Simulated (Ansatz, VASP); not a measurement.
# One calculation of AlN, two programs

File INCAR:

```
  ALGO = Normal
  EDIFF = 1E-6
  ENCUT = 520
  GGA = PE
  ISIF = 2
  ISMEAR = 0
  LASPH = True
  LCHARG = True
  LELF = True
  LREAL = False
  LVHAR = True
  LWAVE = False
  NBANDS = 11
  NELM = 100
  PREC = Accurate
  SIGMA = 0.05
```

File KPOINTS:

```
k-points
0
Gamma
  10 10 10
```

POSCAR

```
AlN
1.0
    0.0426787253      2.1347731028      2.1347731028
    2.1347731028      0.0426787253      2.1347731028
    2.1347731028      2.1347731028      0.0426787253
Al N
1 1
Direct
    0.5000000000      0.5000000000      0.5000000000
    0.0000000000      0.0000000000      0.0000000000
```

Input for Ansatz:

```yaml
crystal:
  lattice:
    - [0.0426787253, 2.1347731028, 2.1347731028]
    - [2.1347731028, 0.0426787253, 2.1347731028]
    - [2.1347731028, 2.1347731028, 0.0426787253]
  atoms:
    - { symbol: Al, position: [0.5, 0.5, 0.5] }
    - { symbol: "N", position: [0.0, 0.0, 0.0] }
basis:
  ecutwfc: 520.0
kpoints:
  mp_grid: { grid: [10, 10, 10] }
hamiltonian:
  xc: pbe
  pseudopotentials: { kind: paw, azcp: { folder: soft_1 } }
scf:
  occupations: { method: gaussian, width: 0.05 }
output:
  forces: true
  stress: true
  eigenvalues: true
```

Alike in both runs: task single point; functional PBE; k mesh 10 × 10 × 10; occupations gaussian, width 0.05 eV; no spin polarisation.

|  | VASP | Ansatz |
| --- | --- | --- |
| version | VASP 6.6.1 | Ansatz 0.2.0 |
| potentials or method | VASP PAW PBE potentials, release 64 (Al, N), cutoff 520 eV | scalar-relativistic, plane waves, PAW |
| valence electrons in the cell | 8 | 8 |

|  | VASP | Ansatz | Ansatz less VASP |
| --- | --- | --- | --- |
| gap on the k mesh at the Fermi level (eV) | 3.22 | 3.24 | +0.016 |
| least direct gap on the mesh (eV) | 3.72 | 3.71 | -0.004 |
| pressure (GPa) | -22.7 | -22.6 | +0.13 |
| traceless stress, the component that is largest in VASP (GPa) | -5.39 | -5.38 | +0.003 |

With one functional, cell and mesh, what is left measures potentials, basis and numerics.
